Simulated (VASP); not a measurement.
# TiO2 in VASP: further runs, part 2 of 2

VASP 6.6.1. Earlier steps stand in the parts before.

### 4 Single point, PBE+U (atoms shifted along a free coordinate)

Contents of INCAR:

```
SYSTEM = TiO2
PREC     = Accurate       ! precision mode
ENCUT    = 520            ! plane-wave cutoff, eV
EDIFF    = 1E-6           ! SCF threshold, eV
ISMEAR   = 0              ! smearing method
SIGMA    = 0.05           ! smearing width, eV
LREAL    = .False.        ! projectors in reciprocal space
LASPH    = .True.         ! aspherical terms in the spheres
NELM     = 150            ! most SCF steps
ALGO     = Normal         ! electronic algorithm
ISIF     = 2              ! what is computed and relaxed
LWAVE    = .False.        ! write WAVECAR
LCHARG   = .False.        ! write CHGCAR
LMAXMIX  = 4              ! l up to which the mixer works
LDAU     = .True.         ! DFT+U
LDAUTYPE = 2            
LDAUL    = 2 -1           ! shell
LDAUU    = 4 0            ! U, eV
LDAUJ    = 0 0          
LDAUPRINT= 1            
GGA      = PE             ! functional
NBANDS   = 33             ! bands
```

Contents of KPOINTS:

```
Automatic mesh
0
Gamma
  6 6 6
  0 0 0
```

Contents of POSCAR:

```
TiO2
1.0
    2.7556872760     -2.7557638530     -0.0205630457
    2.7556872760      2.7557638530     -0.0205630457
   -2.7183033669      0.0000000000      5.0124994207
Ti O
2 4
Direct
    0.1250069486      0.8749930514      0.2500000000
    0.8749930514      0.1250069486      0.7500000000
    0.3302226688      0.0802459441      0.6604550595
    0.6697773312      0.9197540559      0.3395449405
    0.9197540559      0.6697773312      0.8395449405
    0.0802459441      0.3302226688      0.1604550595
```

Potentials or basis: VASP PAW PBE potentials, release 64 (Ti_sv, O).

Command:

```
> cat potpaw_PBE.64/Ti_sv/POTCAR potpaw_PBE.64/O/POTCAR > POTCAR
> mpirun -np 1 vasp_std > vasp.out
```

OUTCAR:

```text
SYSTEM = TiO2
   PREC = Accurate
   ENCUT = 520
   EDIFF = 1E-6
   ISMEAR = 0
   LREAL = .False.
   LASPH = .True.
   NELM = 150
   ISIF = 2
   GGA = PE

 ion  position               nearest neighbor table
   1  0.125  0.875  0.250-   4 2.00   6 2.00   4 2.00   6 2.00   3 2.05   5 2.05
   2  0.875  0.125  0.750-   3 2.00   5 2.00   5 2.00   3 2.00   6 2.05   4 2.05
   3  0.330  0.080  0.660-   2 2.00   2 2.00   1 2.05
   4  0.670  0.920  0.340-   1 2.00   1 2.00   2 2.05
   5  0.920  0.670  0.840-   2 2.00   2 2.00   1 2.05
   6  0.080  0.330  0.160-   1 2.00   1 2.00   2 2.05

[... 1145 lines left out ...]
  -------------------------------------------------------------------------------------
  Total       -3.3494255     -3.3488732     -4.0815233      0.0000000      0.0000000     -0.0053024
  in kB      -70.7759444    -70.7642734    -86.2457354      0.0000000      0.0000000     -0.1120431
  external PRESSURE =     -75.9286511 kB  Pullay stress =       0.0000000 kB

 VOLUME and BASIS-vectors are now :
 -----------------------------------------------------------------------------
  energy-cutoff  :      520.00
  volume of cell :       75.82
      direct lattice vectors                 reciprocal lattice vectors
     2.755687276 -2.755763853 -0.020563046     0.182180168 -0.181437898  0.098797211
     2.755687276  2.755763853 -0.020563046     0.182180168  0.181437898  0.098797211
    -2.718303367  0.000000000  5.012499421     0.001494735  0.000000000  0.200311872

 POSITION                                       TOTAL-FORCE (eV/Angst)
 -----------------------------------------------------------------------------------
      2.07611      2.06678      1.23256        -0.000000      0.000101     -0.000000
      0.71696     -2.06678      3.73881         0.000000     -0.000101     -0.000000
     -0.66419     -0.68888      3.30209        -0.001587     -0.000106     -0.173165
      3.45727      0.68888      1.66928         0.001587      0.000106      0.173165
      2.09811     -0.68888      4.17553         0.001587     -0.000106      0.173165
      0.69496      0.68888      0.79584        -0.001587      0.000106     -0.173165
 -----------------------------------------------------------------------------------
    total drift:                               -0.000000     -0.000000      0.000000

  FREE ENERGIE OF THE ION-ELECTRON SYSTEM (eV)
  ---------------------------------------------------
  free  energy   TOTEN  =       -48.4490848919 eV

  energy  without entropy=      -48.4490848919  energy(sigma->0) =      -48.44908489
```

Wall time 94 s (1 thread of Intel Xeon Platinum 8559C (Emerald Rapids), shared host); peak memory 0.26 GiB.

Results:

```
Free energy            : -48.4491 eV
Pressure               : -7.6 GPa
Largest force          : 0.173 eV/Å
Band gap on the k mesh : 2.54 eV (least direct gap 2.77 eV)
```

Forces on the atoms (eV/Å):
```
Ti   0.000  0.000  0.000
Ti   0.000  0.000  0.000
O   -0.002  0.000 -0.173
O    0.002  0.000  0.173
O    0.002  0.000  0.173
O   -0.002  0.000 -0.173
```

Stress tensor (GPa, compression positive):
```
-7.08  0.00 -0.01
 0.00 -7.08  0.00
-0.01  0.00 -8.62
```

Levels at points of the mesh, in eV from the valence-band top:
```
           k point  band 21  band 22  band 23  band 24  band 25  band 26  band 27  band 28
(0.00, 0.00, 0.00)    -0.75    -0.75    -0.28    -0.28     2.54     3.13     4.10     4.10
(0.50, 0.00, 0.00)    -1.54    -0.89    -0.69    -0.62     3.45     3.60     3.71     3.72
(0.50, 0.50, 0.00)    -1.75    -1.75     0.00     0.00     3.45     3.45     3.83     3.83
(0.00, 0.00, 0.50)    -1.18    -1.18    -0.05    -0.05     2.83     2.83     3.93     3.93
(0.50, 0.00, 0.50)    -1.54    -0.89    -0.69    -0.62     3.45     3.60     3.71     3.72
(0.50, 0.50, 0.50)    -1.75    -1.75     0.00     0.00     3.45     3.45     3.83     3.83
```

Eigenvalues of the final occupation matrices:
| site | spin | trace | eigenvalues |
| --- | --- | --- | --- |
| site 1 d | 1 | 0.76 | 0.09 0.09 0.10 0.23 0.23 |
| site 1 d | 2 | 0.76 | 0.09 0.09 0.10 0.23 0.23 |
| site 2 d | 1 | 0.76 | 0.09 0.09 0.10 0.23 0.23 |
| site 2 d | 2 | 0.76 | 0.09 0.09 0.10 0.23 0.23 |

Caveat: the cell differs from its parent crystal (atoms shifted along a free coordinate); the cell stands under tension.

### 5 Overview

| cell | gap on the mesh (eV) | pressure (GPa) | largest force (eV/Å) |
| --- | --- | --- | --- |
| as given, atomic positions A | 2.07 | -10.8 | 1.31 |
| as given, atomic positions B | 2.63 | -4.5 | 0.72 |
| as given, atomic positions C | 2.54 | -7.6 | 0.17 |

Alike in all rows: task single point; level PBE+U; potentials or basis VASP PAW PBE potentials, release 64 (Ti_sv, O); no spin polarisation; Ti d U = 4.0 eV; k mesh 6 × 6 × 6; cutoff (eV) 520; smearing gaussian 0.05 eV.

Caveats: the cell stands under tension; forces of over 1 eV/Å act on the atoms, so gaps and moduli don't describe the material at rest (at least some runs).

Total energies depend on the potentials used, so only differences within one code and one set of settings carry meaning.
